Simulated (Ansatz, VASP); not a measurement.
One calculation of Li2O, two programs

File INCAR:

```
SYSTEM = Li2O
ALGO = Normal
EDIFF = 1E-8
ENCUT = 650
GGA = PS
GGA_COMPAT = .False.
ISIF = 2
ISMEAR = -1
LASPH = .True.
LCHARG = .False.
LEFG = .True.
LREAL = .False.
LWAVE = .False.
NBANDS = 13
NELM = 120
PREC = Accurate
SIGMA = 0.03
```

KPOINTS

```
k-points
0
Gamma
  9 9 9
  0 0 0
```

Contents of POSCAR:

```
Li2O
1.0
    0.0000000000      2.2633100000      2.3095000000
    2.2633100000      0.0000000000      2.3095000000
    2.2633100000      2.2633100000      0.0000000000
Li O
2 1
Direct
    0.2500000000      0.2500000000      0.2500000000
    0.7500000000      0.7500000000      0.7500000000
    0.0000000000      0.0000000000      0.0000000000
```

Input for Ansatz:

```yaml
crystal:
  lattice:
    - [0.0, 2.26331, 2.3095]
    - [2.26331, 0.0, 2.3095]
    - [2.26331, 2.26331, 0.0]
  atoms:
    - { symbol: Li, position: [0.25, 0.25, 0.25] }
    - { symbol: Li, position: [0.75, 0.75, 0.75] }
    - { symbol: O, position: [0.0, 0.0, 0.0] }
kpoints:
  mp_grid: { grid: [9, 9, 9] }
scf:
  occupations: { method: fermi_dirac, width: 0.03 }
hamiltonian:
  xc: pbesol
  pseudopotentials: { kind: all_electron, datasets: crystal }
output:
  forces: true
  stress: true
  eigenvalues: true
  efg: { contact_densities: true }
```

Change from the starting cell: equal xx and yy strain of -2 %, crystal datasets.

Alike in both runs: task electric field gradients; functional PBEsol; k mesh 9 × 9 × 9; occupations fermi-dirac, width 0.03 eV; no spin polarisation.

|  | VASP | Ansatz |
| --- | --- | --- |
| version | VASP 6.6.1 | Ansatz 0.2.0 |
| potentials or method | VASP PAW PBE potentials, release 64 (Li_sv, O), cutoff 650 eV | all-electron PAW with datasets made for the crystal, scalar-relativistic |

VASP gave:

| Item | Value |
| --- | --- |
| gap on the k mesh at the Fermi level (eV) | 4.96 |
| pressure (GPa) | 1.1 |
| traceless stress, the component that is largest in VASP (GPa) | -2.61 |
| size of Vzz on the site where it differs most (V/Å²) | 1.4 |

Question: Estimate Ansatz's values.

Answer: gap on the k mesh at the Fermi level (eV): 4.97; pressure (GPa): 1.1; traceless stress, the component that is largest in VASP (GPa): -2.62; size of Vzz on the site where it differs most (V/Å²): 1.4.

VASP's potentials were made for PBE, not for PBEsol. Ansatz ran all-electron here, and VASP with PAW potentials.
